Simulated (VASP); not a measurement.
# Os (Fm-3m) in VASP: a series of runs, part 2 of 3

VASP 6.6.1.

**3. Electric field gradients, PBEsol (13.83 Å³/atom)**

Contents of INCAR:

```
SYSTEM = Os
ALGO = Normal
EDIFF = 1E-8
ENCUT = 520
GGA = PS
ISIF = 2
ISMEAR = -1
LASPH = .True.
LCHARG = .False.
LEFG = .True.
LREAL = .False.
LWAVE = .False.
NBANDS = 10
NELM = 60
PREC = Accurate
SIGMA = 0.03
```

Contents of KPOINTS:

```
k-points
0
Gamma
  14 14 14
  0 0 0
```

Contents of POSCAR:

```
Os
1.0
    0.0000000000      1.9052949814      1.9052949814
    1.9052949814      0.0000000000      1.9052949814
    1.9052949814      1.9052949814      0.0000000000
Os
1
Direct
    0.0000000000      0.0000000000      0.0000000000
```

Potentials or basis: VASP PAW PBE potentials, release 64 (Os).

The run is started by

```bash
$ cat potpaw_PBE.64/Os/POTCAR > POTCAR
$ mpirun -np 1 vasp_std > vasp.out
```

OUTCAR:

```text
SYSTEM = Os
   EDIFF = 1E-8
   ENCUT = 520
   GGA = PS
   ISIF = 2
   ISMEAR = -1
   LASPH = .True.
   LREAL = .False.
   NELM = 60
   PREC = Accurate

 ion  position               nearest neighbor table
   1  0.000  0.000  0.000-

  LATTYP: Found a face centered cubic cell.
 ALAT       =     3.8105899628

  Lattice vectors:

 A1 = (   0.0000000000,   1.9052949814,   1.9052949814)
 A2 = (   1.9052949814,   0.0000000000,   1.9052949814)
 A3 = (   1.9052949814,   1.9052949814,   0.0000000000)

Analysis of symmetry for initial positions (statically):
=====================================================================
 Subroutine PRICEL returns:
 Original cell was already a primitive cell.

 Routine SETGRP: Setting up the symmetry group for a
 face centered cubic supercell.

 Subroutine GETGRP returns: Found 48 space group operations
 (whereof 48 operations were pure point group operations)
 out of a pool of 48 trial point group operations.

The static configuration has the point symmetry O_h .

Analysis of symmetry for dynamics (positions and initial velocities):
=====================================================================
 Subroutine PRICEL returns:
 Original cell was already a primitive cell.

 Routine SETGRP: Setting up the symmetry group for a
 face centered cubic supercell.

 Subroutine GETGRP returns: Found 48 space group operations
 (whereof 48 operations were pure point group operations)
 out of a pool of 48 trial point group operations.

The dynamic configuration has the point symmetry O_h .

 Subroutine INISYM returns: Found 48 space group operations
 (whereof 48 operations are pure point group operations),
 and found     1 'primitive' translations

----------------------------------------------------------------------------------------

                                     Primitive cell

  volume of cell :      13.8330

  direct lattice vectors                    reciprocal lattice vectors
     0.000000000  1.905294981  1.905294981    -0.262426556  0.262426556  0.262426556
     1.905294981  0.000000000  1.905294981     0.262426556 -0.262426556  0.262426556
     1.905294981  1.905294981  0.000000000     0.262426556  0.262426556 -0.262426556

  length of vectors
     2.694494003  2.694494003  2.694494003     0.454536128  0.454536128  0.454536128

  position of ions in fractional coordinates (direct lattice)
     0.000000000  0.000000000  0.000000000

  ion indices of the primitive-cell ions
   primitive index   ion index
                 1           1

----------------------------------------------------------------------------------------

 KPOINTS: k-points

Automatic generation of k-mesh.
 Grid dimensions read from file:
 generate k-points for:   14   14   14

 Generating k-lattice:
[... 67 lines left out ...]
   NFREE  =      0    steps in history (QN), initial steepest desc. (CG)
   ISIF   =      2    stress and relaxation
   ISYM   =      2    0-nonsym 1-usesym 2-fastsym
   POTIM  = 0.5000    time-step for ionic-motion
   TEBEG  =    0.0;   TEEND  =   0.0 temperature during run
   PSTRESS=    0.0 pullay stress
   NELECT =       8.0000    total number of electrons
   NUPDOWN=      -1.0000    fix difference up-down
   EMIN   =  10.00;   EMAX   =-10.00  energy-range for DOS
   EFERMI =   0.00;   METHOD = LEGACY
   ISMEAR =    -1;   SIGMA  =   0.03  broadening in eV -4-tet -1-fermi 0-gaus
   EFERMI_NEDOS =   21; number of points for ismear=-14 and -15
   IALGO  =     38    algorithm
   IMIX   =      4    mixing-type and parameters
     AMIX     =   0.40;   BMIX     =  1.00
     AMIX_MAG =   1.60;   BMIX_MAG =  1.00
  volume/ion in A,a.u.               =      13.83        93.35
  Fermi-wavevector in a.u.,A,eV,Ry     =   1.363953  2.577497 25.311825  1.860367
  Thomas-Fermi vector in A             =   2.490311
   LORBIT       =      0    0 simple, 1 ext, 2 COOP (PROOUT), +10 PAW based schemes
   GGA     = PS    functional components
   LHFCALC =     F    Hartree Fock is set to
   AEXX    =    0.0000 exact exchange contribution
   IVDW    =     0    specifies the selected vdW correction
   LEPSILON=     F    determine dielectric tensor
   LRPA    =     F    only Hartree local field effects (RPA)
 non-spin polarized calculation
  energy-cutoff  :      520.00
  volume of cell :       13.83
 maximum number of plane-waves:       388
   NGX =  9   NGY =  9   NGZ =  9

 number of electron       7.9999999 magnetization

 Free energy of the ion-electron system (eV)
  ---------------------------------------------------
  ext. energy  EPLUGINS =         0.00000000
  ---------------------------------------------------
  free energy    TOTEN  =       -12.09071624 eV

  energy without entropy =      -12.08630220  energy(sigma->0) =      -12.08850922

 E-fermi :   9.3048     XC(G=0): -14.2172

 val. band max:        9.2903621147   @ k =  -0.3571   0.3571   0.0000
 cond. band min:       9.3060701335   @ k =  -0.4286   0.3571   0.1429
 fundamental gap:      0.0157080189
 Fermi energy:         9.3047978519

 k-point     1 :       0.0000    0.0000    0.0000
  band No.  band energies     occupation
      1      -1.6212      2.00000
      2       6.2892      2.00000
      3       6.2892      2.00000
      4       6.2892      2.00000
      5       9.4108      0.05669
      6       9.4108      0.05669
      7      23.6241      0.00000
      8      29.4889      0.00000
      9      29.4889      0.00000
     10      29.4889      0.00000
[... 287 lines left out ...]
 k-point    24 :       0.2857    0.1429    0.0000
  band No.  band energies     occupation
      1       1.2782      2.00000
      2       4.6959      2.00000
      3       6.6373      2.00000
      4       7.5442      2.00000
      5       9.0476      1.99962
      6      10.5053      0.00000
      7      24.9990      0.00000
      8      28.1310      0.00000
      9      30.5616      0.00000
     10      31.1934      0.00000

 [... further k-points ...]

------------------------ aborting loop because EDIFF is reached ----------------------------------------

  FORCE on cell =-STRESS in cart. coord.  units (eV):
  Direction    XX          YY          ZZ          XY          YZ          ZX
  --------------------------------------------------------------------------------------
  -------------------------------------------------------------------------------------
  Total        0.3720875      0.3720875      0.3720875     -0.0000000     -0.0000000     -0.0000000
  in kB       43.0962006     43.0962006     43.0962006     -0.0000000     -0.0000000     -0.0000000
  external PRESSURE =      43.0962006 kB  Pullay stress =       0.0000000 kB

 VOLUME and BASIS-vectors are now :
 -----------------------------------------------------------------------------
  energy-cutoff  :      520.00
  volume of cell :       13.83
      direct lattice vectors                 reciprocal lattice vectors
     0.000000000  1.905294981  1.905294981    -0.262426556  0.262426556  0.262426556
     1.905294981  0.000000000  1.905294981     0.262426556 -0.262426556  0.262426556
     1.905294981  1.905294981  0.000000000     0.262426556  0.262426556 -0.262426556

 POSITION                                       TOTAL-FORCE (eV/Angst)
 -----------------------------------------------------------------------------------
      0.00000      0.00000      0.00000        -0.000000      0.000000     -0.000000
 -----------------------------------------------------------------------------------
    total drift:                                0.000000      0.000000      0.000000

  FREE ENERGIE OF THE ION-ELECTRON SYSTEM (eV)
  ---------------------------------------------------
  free  energy   TOTEN  =       -12.0907162407 eV

  energy  without entropy=      -12.0863021999  energy(sigma->0) =      -12.08850922

 Electric field gradients (V/A^2)
---------------------------------------------------------------------
 ion       V_xx      V_yy      V_zz      V_xy      V_xz      V_yz
---------------------------------------------------------------------
   1      -0.000    -0.000     0.000    -0.000    -0.000    -0.000
---------------------------------------------------------------------

 Electric field gradients after diagonalization (V/A^2)
 (convention: |V_zz| > |V_xx| > |V_yy|)
----------------------------------------------------------------------
 ion       V_xx      V_yy      V_zz     asymmetry (V_yy - V_xx)/ V_zz
----------------------------------------------------------------------
   1       0.000     0.000    -0.000       0.000
----------------------------------------------------------------------

           NMR quadrupolar parameters

 Cq : quadrupolar parameter    Cq=e*Q*V_zz/h
 eta: asymmetry parameters     (V_yy - V_xx)/ V_zz
 Q  : nuclear electric quadrupole moment in mb (millibarn)
----------------------------------------------------------------------
 ion       Cq(MHz)       eta       Q (mb)
----------------------------------------------------------------------
   1      -0.000       0.000       1.000
----------------------------------------------------------------------
```

OSZICAR:

```text
N       E                     dE             d eps       ncg     rms          rms(c)
DAV:   1     0.364747264588E+02    0.36475E+02   -0.43041E+03  2128   0.752E+02
DAV:   2    -0.117421492476E+02   -0.48217E+02   -0.45186E+02  2176   0.204E+02
DAV:   3    -0.128370916786E+02   -0.10949E+01   -0.10654E+01  2426   0.279E+01
DAV:   4    -0.128397491990E+02   -0.26575E-02   -0.26572E-02  2300   0.154E+00
DAV:   5    -0.128397577281E+02   -0.85290E-05   -0.85286E-05  2288   0.801E-02    0.177E+01
DAV:   6    -0.122659463023E+02    0.57381E+00   -0.61169E-01  2492   0.620E+00    0.800E+00
DAV:   7    -0.120956158518E+02    0.17033E+00   -0.43817E-01  2550   0.499E+00    0.467E-01
DAV:   8    -0.120924065239E+02    0.32093E-02   -0.20644E-03  2156   0.380E-01    0.321E-01
DAV:   9    -0.120907240356E+02    0.16825E-02   -0.91619E-04  2290   0.332E-01    0.219E-02
DAV:  10    -0.120907188187E+02    0.52168E-05   -0.10538E-05  2254   0.237E-02    0.103E-02
DAV:  11    -0.120907162764E+02    0.25423E-05   -0.83267E-07  2250   0.139E-02    0.225E-03
DAV:  12    -0.120907162165E+02    0.59933E-07   -0.46254E-09  1410   0.629E-04    0.273E-04
DAV:  13    -0.120907162367E+02   -0.20231E-07   -0.83559E-10  1144   0.239E-04    0.147E-04
DAV:  14    -0.120907162407E+02   -0.39448E-08   -0.38784E-11  1090   0.624E-05
   1 F= -.12090716E+02 E0= -.12088509E+02  d E =-.441404E-02
```

Run time: 15 s. Hardware: 1 thread of Intel Xeon 8259CL, shared host; peak memory 0.14 GiB.

Results:

| Quantity | Value |
| --- | --- |
| Free energy | -12.0907 eV |
| Pressure | 4.3 GPa |
| Band gap on the k mesh | zero (bands 4 and 5 overlap by 3.86 eV) |
| Largest electric field gradient by atom | zero within the noise of the run |

Caveat: the cell stands under pressure; the PAW data sets were made with another functional, which shifts forces and pressure a little; spin-orbit coupling is left out, which moves the levels of the heavy elements.

(Part 2 of 3 ends here.)
